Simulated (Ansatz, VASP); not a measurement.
# One calculation of Cu, two programs

```
CELL_PARAMETERS angstrom
2.51953 0.00000 0.00000
0.00000 2.51953 0.00000
0.00000 0.00000 30.25260
ATOMIC_POSITIONS crystal
Cu 0.00000 0.00000 0.26608
Cu 0.50000 0.50000 0.32312
Cu 0.00000 0.00000 0.38222
Cu 0.50000 0.50000 0.44110
Cu 0.00000 0.00000 0.50000
Cu 0.50000 0.50000 0.55890
Cu 0.00000 0.00000 0.61778
Cu 0.50000 0.50000 0.67688
Cu 0.00000 0.00000 0.73392
```

Alike in both runs: functional PBEsol; k mesh 13 × 13 × 1; no spin polarisation.

Ansatz relaxed the structure, and its values are those at the end. VASP's run is a single point on that final structure, the one shown.

|  | VASP | Ansatz |
| --- | --- | --- |
| version | VASP 6.6.1 | Ansatz 0.2.0 |
| potentials or method | VASP PAW PBE potentials, release 64 (Cu) | plane-wave PAW, scalar-relativistic |
| plane-wave cutoff (eV) | 520 | 420 |
| occupations | methfessel-paxton of order 1, width 0.1 eV | cold, width 0.1 eV |
| valence electrons in the cell | 99 | 171 |

|  | VASP | Ansatz | Ansatz less VASP |
| --- | --- | --- | --- |
| rms of the force components (eV/Å) | 0.010 | 0.000 | -0.0099 |
| work function, face that differs most (eV) | 4.65 | 4.67 | +0.023 |

VASP's potentials were made for PBE, not for PBEsol, and Ansatz warns of the same on its side. VASP's potentials hold 99 valence electrons a cell and Ansatz's 171, so a difference there can come from the potentials and not from the codes.
